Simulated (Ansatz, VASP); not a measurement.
## One calculation of SiBiS, two programs

```xyz
3
Lattice="3.3859 0.0000 0.0000 0.0000 3.3859 0.0000 0.0000 0.0000 5.9196" Properties=species:S:1:pos:R:3 pbc="T T T"
Si    0.0000    0.0000    0.0000
Bi    0.0000    0.0000    2.9598
S     1.6930    1.6930    0.0000
```

Alike in both runs: functional PBE; k mesh 6 × 6 × 4; occupations gaussian, width 0.1 eV; no spin polarisation.

Ansatz relaxed the structure, and its values are those at the end. VASP's run is a single point on that final structure, the one shown.

```csv
,VASP,Ansatz
version,VASP 6.6.1,Ansatz 0.2.0
potentials or method,"VASP PAW PBE potentials, release 64 (Si, Bi_d, S), cutoff 520 eV","scalar-relativistic, plane waves, PAW"
valence electrons in the cell,25,25
```

|  | VASP | Ansatz | Ansatz less VASP |
| --- | --- | --- | --- |
| gap on the k mesh at the Fermi level (eV) | none | none | - |
| pressure (GPa) | -0.1 | 0.0 | +0.10 |

A gap of «none» marks a metal or a gap that the smearing closes. The functional is the same, so the differences come from potentials, cutoffs and numerics.

Neither program's run includes spin-orbit coupling.
